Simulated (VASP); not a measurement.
Set up this calculation in VASP 6.6.1, as the native input.

- Task: single point
- Functional: PBEsol
- Potentials or basis: VASP PAW PBE potentials, release 64 (Pb_d, S)
- Cutoff: 500 eV
- k mesh: 3 × 3 × 2
- Occupations: fermi-dirac, width 0.05 eV
- Spin: no spin polarisation
- Dipole correction: no
- Further INCAR settings: ALGO = Normal; EDIFF = 1e-06; NBANDS = 17

The structure of PbS lies in POSCAR:

```
PbS
1.0
    4.0896980000      0.0000000000      0.0000000000
   -2.0448490000      3.5417823618      0.0000000000
    0.0000000000      0.0000000000      3.7881670000
Pb S
1 1
Direct
    0.0000000000      0.0000000000      0.0000000000
    0.6666666667      0.3333333333      0.5000000000
```

The input as run:

INCAR

```
SYSTEM = PbS
ALGO     = Normal         ! electronic algorithm
EDIFF    = 1E-6           ! SCF threshold, eV
ENCUT    = 500            ! plane-wave cutoff, eV
GGA      = PS             ! functional
GGA_COMPAT= .False.      
ISIF     = 2              ! what is computed and relaxed
ISMEAR   = -1             ! smearing method
LASPH    = .True.         ! aspherical terms in the spheres
LCHARG   = .True.         ! write CHGCAR
LELF     = .True.         ! ELF
LREAL    = .False.        ! projectors in reciprocal space
LVHAR    = .True.       
LWAVE    = .False.        ! write WAVECAR
NBANDS   = 17             ! bands
NELM     = 120            ! most SCF steps
PREC     = Accurate       ! precision mode
SIGMA    = 0.05           ! smearing width, eV
```

KPOINTS

```
k-points
0
Gamma
  3 3 2
  0 0 0
```

Potentials or basis: VASP PAW PBE potentials, release 64 (Pb_d, S).

Command:

```bash
$ cat potpaw_PBE.64/Pb_d/POTCAR potpaw_PBE.64/S/POTCAR > POTCAR
$ mpirun -np 1 vasp_std > vasp.out
```

Results of the run:

```yaml
Pressure: -5.5 GPa
Band_gap_on_the_k_mesh: zero (bands 10 and 11 overlap by 0.44 eV)
```

Caveat: the k points lie up to 0.83 Å⁻¹ apart, too coarse for converged energies, forces and pressures; semilocal functionals underestimate gaps, and a narrow one can read as zero; the PAW data sets were made with another functional, which shifts forces and pressure a little; spin-orbit coupling is left out, which moves the levels of the heavy elements.

Run time: 13 s on 1 thread of Intel Xeon 8259CL, on a shared host, peak memory 0.16 GiB.
